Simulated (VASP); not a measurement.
# Pd: single point with PBE

Slab: Pd, a slab with vacuum.

```
CELL_PARAMETERS angstrom
2.79032 0.00000 0.00000
0.00000 3.94610 0.00000
0.00000 0.00000 22.97580
ATOMIC_POSITIONS crystal
Pd 0.25000 0.25000 0.35203
Pd 0.75000 0.75000 0.40729
Pd 0.25000 0.25000 0.47002
Pd 0.75000 0.75000 0.52998
Pd 0.25000 0.25000 0.59271
Pd 0.75000 0.75000 0.64797
```

```yaml
Program: VASP 6.6.1
Task: single point
Functional: PBE
Potentials_or_basis: VASP PAW PBE potentials, release 64 (Pd)
Cutoff: 520 eV
k_mesh: 12 × 8 × 1
Occupations: fermi-dirac, width 0.1 eV
Spin: no spin polarisation
Dipole_correction: no
Further_INCAR_settings: ALGO = Normal; EDIFF = 1e-06; NBANDS = 39
```

```yaml
Largest_force: 0.021 eV/Å
Band_gap_on_the_k_mesh: zero (band 30 reaches 0.51 eV, above the bottom of band 31 at 0.12 eV)
```

Forces on the atoms (eV/Å):
```
Pd   0.000  0.000  0.021
Pd   0.000  0.000 -0.003
Pd   0.000  0.000 -0.006
Pd   0.000  0.000  0.006
Pd   0.000  0.000  0.003
Pd   0.000  0.000 -0.021
```

Levels at points of the mesh, in eV from the Fermi level:
| k point | band 27 | band 28 | band 29 | band 30 | band 31 | band 32 | band 33 | band 34 |
| --- | --- | --- | --- | --- | --- | --- | --- | --- |
| (0.00, 0.00, 0.00) | -0.58 | -0.57 | -0.27 | -0.18 | -0.04 | 0.03 | 0.24 | 1.33 |
| (0.50, 0.00, 0.00) | -0.03 | -0.03 | 0.15 | 0.15 | 2.39 | 2.39 | 2.89 | 2.89 |
| (0.00, 0.50, 0.00) | -0.36 | -0.36 | -0.16 | -0.16 | 0.01 | 0.01 | 0.19 | 0.19 |
| (0.50, 0.50, 0.00) | -0.03 | -0.03 | 0.10 | 0.10 | 2.12 | 2.12 | 4.32 | 4.32 |

Run time: 7.2 min on 1 thread of Intel(R) Xeon(R) Platinum 8488C (Sapphire Rapids), on a shared host, peak memory 0.49 GiB.
